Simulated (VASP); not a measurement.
# Al (Pm-3m) in VASP: notebook

Runs on Al. Level: r2SCAN. Tasks: single point.

Program: VASP 6.6.1. These are calculated values, not measurements. Logs are shortened: lines on timing, memory, paths and dates and some standing lists are left out, and cuts for length are marked.

**1. The cell of the first run**

It takes space group Pm-3m (No. 221, cubic). The conventional cell has a = 2.522 Å, b = 2.522 Å, c = 2.522 Å, α = 90.00°, β = 90.00°, γ = 90.00°. Within 3.3 Å of Al (site symmetry m-3m) lie 6 Al at 2.52 Å.

This isn't the form of Al at room conditions, which is fcc.

**2. Single point, r2SCAN**

Input file POSCAR:

```
Al
1.0
    2.5224498989      0.0000000000      0.0000000000
    0.0000000000      2.5224498989      0.0000000000
    0.0000000000      0.0000000000      2.5224498989
Al
1
Direct
    0.0000000000      0.0000000000      0.0000000000
```

Input file INCAR.step1:

```
PREC     = Accurate       # precision mode
ENCUT    = 520            # plane-wave cutoff, eV
ISMEAR   = 0              # smearing method
SIGMA    = 0.05           # smearing width, eV
LREAL    = False          # projectors in reciprocal space
LASPH    = True           # aspherical terms in the spheres
NELM     = 60             # most SCF steps
NBANDS   = 8              # bands
GGA      = PE             # functional
ALGO     = Normal         # electronic algorithm
EDIFF    = 1E-4           # SCF threshold, eV
LWAVE    = True           # write WAVECAR
LCHARG   = False          # write CHGCAR
```

Input file INCAR.step2:

```
PREC     = Accurate       # precision mode
ENCUT    = 520            # plane-wave cutoff, eV
EDIFF    = 1E-7           # SCF threshold, eV
ISMEAR   = 0              # smearing method
SIGMA    = 0.05           # smearing width, eV
LREAL    = False          # projectors in reciprocal space
LASPH    = True           # aspherical terms in the spheres
NELM     = 60             # most SCF steps
ALGO     = Normal         # electronic algorithm
ISIF     = 2              # what is computed and relaxed
LWAVE    = False          # write WAVECAR
LCHARG   = False          # write CHGCAR
METAGGA  = R2SCAN         # meta-GGA
LMIXTAU  = True         
NBANDS   = 8              # bands
ISTART   = 1
```

Input file KPOINTS:

```
Automatic mesh
0
Gamma
  18 18 18
```

Potentials or basis: VASP PAW PBE potentials, release 64 (Al).

On the command line:

```
$ cat potpaw_PBE.64/Al/POTCAR > POTCAR
$ cp INCAR.step1 INCAR
$ mpirun -np 1 vasp_std > vasp.out
$ cp INCAR.step2 INCAR
$ mpirun -np 1 vasp_std > vasp.out
```

OUTCAR:

```text
PREC = Accurate
   ENCUT = 520
   EDIFF = 1E-7
   ISMEAR = 0
   LREAL = False
   LASPH = True
   NELM = 60
   ISIF = 2
   METAGGA = R2SCAN
   ISTART = 1

 ion  position               nearest neighbor table
   1  0.000  0.000  0.000-

  LATTYP: Found a simple cubic cell.
 ALAT       =     2.5224498989

  Lattice vectors:

 A1 = (   2.5224498989,   0.0000000000,   0.0000000000)
 A2 = (   0.0000000000,   2.5224498989,   0.0000000000)
 A3 = (   0.0000000000,   0.0000000000,   2.5224498989)

Analysis of symmetry for initial positions (statically):
=====================================================================
 Subroutine PRICEL returns:
 Original cell was already a primitive cell.

 Routine SETGRP: Setting up the symmetry group for a
 simple cubic supercell.

 Subroutine GETGRP returns: Found 48 space group operations
 (whereof 48 operations were pure point group operations)
 out of a pool of 48 trial point group operations.

The static configuration has the point symmetry O_h .

Analysis of symmetry for dynamics (positions and initial velocities):
=====================================================================
 Subroutine PRICEL returns:
 Original cell was already a primitive cell.

 Routine SETGRP: Setting up the symmetry group for a
 simple cubic supercell.

 Subroutine GETGRP returns: Found 48 space group operations
 (whereof 48 operations were pure point group operations)
 out of a pool of 48 trial point group operations.

The dynamic configuration has the point symmetry O_h .

 Subroutine INISYM returns: Found 48 space group operations
 (whereof 48 operations are pure point group operations),
 and found     1 'primitive' translations

----------------------------------------------------------------------------------------

                                     Primitive cell

  volume of cell :      16.0497

  direct lattice vectors                    reciprocal lattice vectors
     2.522449899  0.000000000  0.000000000     0.396439985  0.000000000  0.000000000
     0.000000000  2.522449899  0.000000000     0.000000000  0.396439985  0.000000000
     0.000000000  0.000000000  2.522449899     0.000000000  0.000000000  0.396439985

  length of vectors
     2.522449899  2.522449899  2.522449899     0.396439985  0.396439985  0.396439985

  position of ions in fractional coordinates (direct lattice)
     0.000000000  0.000000000  0.000000000

  ion indices of the primitive-cell ions
   primitive index   ion index
                 1           1

----------------------------------------------------------------------------------------

 KPOINTS: Automatic mesh

Automatic generation of k-mesh.
 Grid dimensions read from file:
 generate k-points for:   18   18   18

 Generating k-lattice:

  Cartesian coordinates                     Fractional coordinates (reciprocal lattice)
     0.022024444  0.000000000  0.000000000     0.055555556  0.000000000  0.000000000
     0.000000000  0.022024444  0.000000000     0.000000000  0.055555556  0.000000000
     0.000000000  0.000000000  0.022024444     0.000000000  0.000000000  0.055555556

  Length of vectors
     0.022024444  0.022024444  0.022024444

  Shift w.r.t. Gamma in fractional coordinates (k-lattice)
     0.000000000  0.000000000  0.000000000

 Subroutine IBZKPT returns following result:
 ===========================================

 Found    220 irreducible k-points:

 Following reciprocal coordinates:
            Coordinates               Weight
  0.000000  0.000000  0.000000      1.000000
  0.055556  0.000000  0.000000      6.000000
  0.111111  0.000000  0.000000      6.000000
  0.166667  0.000000  0.000000      6.000000
  0.222222  0.000000  0.000000      6.000000
  0.277778  0.000000  0.000000      6.000000
[... 16 lines left out ...]
  0.277778  0.111111  0.000000     24.000000
  0.333333  0.111111  0.000000     24.000000
 [... further k-points ...]
   k-points           NKPTS =    220   k-points in BZ     NKDIM =    220   number of bands    NBANDS=      8
   number of dos      NEDOS =    301   number of ions     NIONS =      1
   total plane-waves  NPLWV =   8000
   dimension x,y,z NGX =    20 NGY =   20 NGZ =   20
   dimension x,y,z NGXF=    40 NGYF=   40 NGZF=   40
   ions per type =               1
   NGX,Y,Z   is equivalent  to a cutoff of  13.18, 13.18, 13.18 a.u.
   NGXF,Y,Z  is equivalent  to a cutoff of  26.36, 26.36, 26.36 a.u.
 SYSTEM =  unknown system
   PREC   = accura    normal or accurate (medium, high low for compatibility)
   ISTART =      1    job   : 0-new  1-cont  2-samecut
   ICHARG =      0    charge: 1-file 2-atom 10-const
   ISPIN  =      1    spin polarized calculation?
   LNONCOLLINEAR =      F non collinear calculations
   LSORBIT =      F    spin-orbit coupling
   LASPH  =      T    aspherical Exc in radial PAW
   ENCUT  =  520.0 eV  38.22 Ry    6.18 a.u.   4.69  4.69  4.69*2*pi/ulx,y,z
   NELM   =     60;   NELMIN=  2; NELMDL=  0     # of ELM steps
   EDIFF  = 0.1E-06   stopping-criterion for ELM
   LREAL  =      F    real-space projection
   EDIFFG = 0.1E-05   stopping-criterion for IOM
   NSW    =      0    number of steps for IOM
   IBRION =     -1    ionic relax: 0-MD 1-quasi-New 2-CG
   NFREE  =      0    steps in history (QN), initial steepest desc. (CG)
   ISIF   =      2    stress and relaxation
   ISYM   =      2    0-nonsym 1-usesym 2-fastsym
   POTIM  = 0.5000    time-step for ionic-motion
   TEBEG  =    0.0;   TEEND  =   0.0 temperature during run
   PSTRESS=    0.0 pullay stress
   NELECT =       3.0000    total number of electrons
   NUPDOWN=      -1.0000    fix difference up-down
   EMIN   =  10.00;   EMAX   =-10.00  energy-range for DOS
   EFERMI =   0.00;   METHOD = LEGACY
   ISMEAR =     0;   SIGMA  =   0.05  broadening in eV -4-tet -1-fermi 0-gaus
   EFERMI_NEDOS =   21; number of points for ismear=-14 and -15
   IALGO  =     38    algorithm
   IMIX   =      4    mixing-type and parameters
     AMIX     =   0.40;   BMIX     =  1.00
     AMIX_MAG =   1.60;   BMIX_MAG =  1.00
  volume/ion in A,a.u.               =      16.05       108.31
  Fermi-wavevector in a.u.,A,eV,Ry     =   0.936036  1.768852 11.920935  0.876164
  Thomas-Fermi vector in A             =   2.063005
   LORBIT       =      0    0 simple, 1 ext, 2 COOP (PROOUT), +10 PAW based schemes
   METAGGA = R2SCAN    functional components
   LHFCALC =     F    Hartree Fock is set to
   AEXX    =    0.0000 exact exchange contribution
   IVDW    =     0    specifies the selected vdW correction
   LEPSILON=     F    determine dielectric tensor
   LRPA    =     F    only Hartree local field effects (RPA)
 non-spin polarized calculation
 Gauss-broadening in eV      SIGMA  =   0.05
  energy-cutoff  :      520.00
  volume of cell :       16.05
 maximum number of plane-waves:       449
 NGX is ok and might be reduce to    20
   NGX =  9   NGY =  9   NGZ =  9

 number of electron       3.0000000 magnetization

 Free energy of the ion-electron system (eV)
  ---------------------------------------------------
  ext. energy  EPLUGINS =         0.00000000
  ---------------------------------------------------
  free energy    TOTEN  =        -6.08812656 eV

  energy without entropy =       -6.08748952  energy(sigma->0) =       -6.08780804

 E-fermi :   7.8006     XC(G=0): -10.9069

 val. band max:        7.7719454613   @ k =   0.3333   0.2222   0.0556
 cond. band min:       7.8191402429   @ k =   0.3889   0.2778   0.2222
 fundamental gap:      0.0471947816
 Fermi energy:         7.8006124836

 k-point     1 :       0.0000    0.0000    0.0000
  band No.  band energies     occupation
      1      -3.8039      2.00000
      2      16.8174      0.00000
      3      16.8174      0.00000
      4      19.5187      0.00000
      5      19.5187      0.00000
      6      19.5187      0.00000
      7      28.0697      0.00000
      8      36.8313      0.00000

 k-point     2 :       0.0556    0.0000    0.0000
  band No.  band energies     occupation
      1      -3.7280      2.00000
      2      15.7758      0.00000
      3      16.8821      0.00000
      4      19.5799      0.00000
      5      19.5799      0.00000
      6      20.4369      0.00000
      7      28.3560      0.00000
      8      36.2188      0.00000

 k-point     3 :       0.1111    0.0000    0.0000
  band No.  band energies     occupation
      1      -3.5005      2.00000
      2      13.9721      0.00000
      3      17.0747      0.00000
      4      19.7636      0.00000
      5      19.7636      0.00000
      6      21.8591      0.00000
      7      29.2172      0.00000
      8      34.8279      0.00000

 k-point     4 :       0.1667    0.0000    0.0000
  band No.  band energies     occupation
      1      -3.1223      2.00000
      2      12.0702      0.00000
      3      17.3897      0.00000
      4      20.0700      0.00000
      5      20.0700      0.00000
      6      23.1354      0.00000
      7      30.6066      0.00000
      8      33.1868      0.00000

 k-point     5 :       0.2222    0.0000    0.0000
  band No.  band energies     occupation
      1      -2.5949      2.00000
      2      10.1935      0.00000
      3      17.8167      0.00000
      4      20.4995      0.00000
      5      20.4995      0.00000
      6      24.2333      0.00000
      7      31.5177      0.00000
      8      31.5177      0.00000

 k-point     6 :       0.2778    0.0000    0.0000
  band No.  band energies     occupation
      1      -1.9202      2.00000
      2       8.3869      0.00000
      3      18.3359      0.00000
      4      21.0523      0.00000
      5      21.0523      0.00000
      6      25.2274      0.00000
      7      29.9049      0.00000
      8      29.9049      0.00000

 k-point     7 :       0.3333    0.0000    0.0000
  band No.  band energies     occupation
      1      -1.1010      2.00000
      2       6.6736      2.00000
      3      18.9114      0.00000
      4      21.7289      0.00000
      5      21.7289      0.00000
      6      26.1709      0.00000
      7      28.3842      0.00000
      8      28.3842      0.00000
[... 133 lines left out ...]
 k-point    20 :       0.1111    0.1111    0.0000
  band No.  band energies     occupation
      1      -3.1977      2.00000
      2      13.6174      0.00000
      3      15.0939      0.00000
      4      20.0083      0.00000
      5      20.4488      0.00000
      6      23.7739      0.00000
      7      30.0182      0.00000
      8      32.2571      0.00000

 k-point    21 :       0.1667    0.1111    0.0000
  band No.  band energies     occupation
      1      -2.8203      2.00000
      2      12.1827      0.00000
      3      14.9897      0.00000
      4      20.3143      0.00000
      5      20.8147      0.00000
      6      25.1580      0.00000
      7      30.2555      0.00000
      8      31.3092      0.00000

 k-point    22 :       0.2222    0.1111    0.0000
  band No.  band energies     occupation
      1      -2.2940      2.00000
      2      10.4075      0.00000
      3      15.3584      0.00000
      4      20.7430      0.00000
      5      21.2293      0.00000
      6      26.3316      0.00000
      7      28.6311      0.00000
      8      31.6417      0.00000

 k-point    23 :       0.2778    0.1111    0.0000
  band No.  band energies     occupation
      1      -1.6208      2.00000
      2       8.6375      0.00000
      3      15.9047      0.00000
      4      21.2946      0.00000
      5      21.6611      0.00000
      6      26.9119      0.00000
      7      27.4835      0.00000
      8      30.0732      0.00000

 k-point    24 :       0.3333    0.1111    0.0000
  band No.  band energies     occupation
      1      -0.8033      2.00000
      2       6.9416      2.00000
      3      16.5728      0.00000
      4      21.9694      0.00000
      5      21.9695      0.00000
      6      25.8215      0.00000
      7      28.1443      0.00000
      8      28.5779      0.00000

 [... further k-points ...]
[... 5 lines left out ...]
  --------------------------------------------------------------------------------------
  -------------------------------------------------------------------------------------
  Total        1.9726811      1.9726811      1.9726811      0.0000000     -0.0000000      0.0000000
  in kB      196.9245345    196.9245345    196.9245345      0.0000000     -0.0000000      0.0000000
  external PRESSURE =     196.9245345 kB  Pullay stress =       0.0000000 kB

 VOLUME and BASIS-vectors are now :
 -----------------------------------------------------------------------------
  energy-cutoff  :      520.00
  volume of cell :       16.05
      direct lattice vectors                 reciprocal lattice vectors
     2.522449899  0.000000000  0.000000000     0.396439985  0.000000000  0.000000000
     0.000000000  2.522449899  0.000000000     0.000000000  0.396439985  0.000000000
     0.000000000  0.000000000  2.522449899     0.000000000  0.000000000  0.396439985

 POSITION                                       TOTAL-FORCE (eV/Angst)
 -----------------------------------------------------------------------------------
      0.00000      0.00000      0.00000         0.000000      0.000000      0.000000
 -----------------------------------------------------------------------------------
    total drift:                               -0.000000     -0.000000     -0.000000

  FREE ENERGIE OF THE ION-ELECTRON SYSTEM (eV)
  ---------------------------------------------------
  free  energy   TOTEN  =        -6.0881265558 eV

  energy  without entropy=       -6.0874895174  energy(sigma->0) =       -6.08780804
```

Wall time 47 s (1 thread of AMD EPYC 9R45 (Zen 5), shared host); peak memory 0.11 GiB.

Results:

* Free energy: -6.0881 eV
* Pressure: 19.7 GPa
* Band gap on the k mesh: zero (an odd number of electrons rules out a gap without spin polarisation)

Levels at points of the mesh, in eV from the Fermi level:
| k point | band 1 | band 2 | band 3 | band 4 | band 5 |
| --- | --- | --- | --- | --- | --- |
| (0.00, 0.00, 0.00) | -11.60 | 9.02 | 9.02 | 11.72 | 11.72 |
| (0.50, 0.00, 0.00) | -5.80 | -5.40 | 12.29 | 16.70 | 16.70 |
| (0.50, 0.50, 0.00) | -0.71 | -0.71 | 0.93 | 1.75 | 20.01 |
| (0.50, 0.50, 0.50) | 4.00 | 4.00 | 4.00 | 5.86 | 5.86 |

Caveat: the cell stands under pressure; the PAW data sets were made with another functional, which shifts forces and pressure a little.

**3. Single point, r2SCAN**

This run uses another cell than the first one, of 17.48 Å³/atom.

Input file POSCAR:

```
Al
1.0
    2.5952003740      0.0000000000      0.0000000000
    0.0000000000      2.5952003740      0.0000000000
    0.0000000000      0.0000000000      2.5952003740
Al
1
Direct
    0.0000000000      0.0000000000      0.0000000000
```

Input file INCAR.step1:

```
SYSTEM = Al
  PREC = Accurate
  ENCUT = 520
  ISMEAR = 0
  SIGMA = 0.05
  LREAL = .FALSE.
  LASPH = .TRUE.
  NELM = 60
  NBANDS = 8
  GGA = PE
  ALGO = Normal
  EDIFF = 1E-4
  LWAVE = .TRUE.
  LCHARG = .FALSE.
```

Input file INCAR.step2:

```
SYSTEM = Al
  PREC = Accurate
  ENCUT = 520
  EDIFF = 1E-6
  ISMEAR = 0
  SIGMA = 0.05
  LREAL = .FALSE.
  LASPH = .TRUE.
  NELM = 60
  ALGO = Normal
  ISIF = 2
  LWAVE = .FALSE.
  LCHARG = .TRUE.
  METAGGA = R2SCAN
  LMIXTAU = .TRUE.
  LELF = .TRUE.
  LVHAR = .TRUE.
  NBANDS = 8
  ISTART = 1
```

Input file KPOINTS:

```
Automatic mesh
0
G
  18 18 18
  0 0 0
```

Potentials or basis: VASP PAW PBE potentials, release 64 (Al).

On the command line:

```
$ cat potpaw_PBE.64/Al/POTCAR > POTCAR
$ cp INCAR.step1 INCAR
$ mpirun -np 1 vasp_std > vasp.out
$ cp INCAR.step2 INCAR
$ mpirun -np 1 vasp_std > vasp.out
```

Run time: 49 s. Hardware: 1 thread of AMD EPYC 9R45 (Zen 5), shared host; peak memory 0.11 GiB.

Results (log left out):

```
Free energy            : -6.2167 eV
Pressure               : 9.7 GPa
Band gap on the k mesh : zero (an odd number of electrons rules out a gap without spin polarisation)
```

Levels at points of the mesh, in eV from the Fermi level:
```
           k point  band 1  band 2  band 3  band 4  band 5  band 6  band 7
(0.00, 0.00, 0.00)  -11.02    8.80    8.80   10.97   10.97   10.97   19.07
(0.50, 0.00, 0.00)   -5.65   -4.99   11.87   15.49   15.49   16.08   16.08
(0.50, 0.50, 0.00)   -0.67   -0.67    0.55    2.03   19.16   19.16   20.25
(0.50, 0.50, 0.50)    3.64    3.64    3.64    5.85    5.85    5.85   10.24
```

Caveat: the cell stands under pressure; the PAW data sets were made with another functional, which shifts forces and pressure a little.
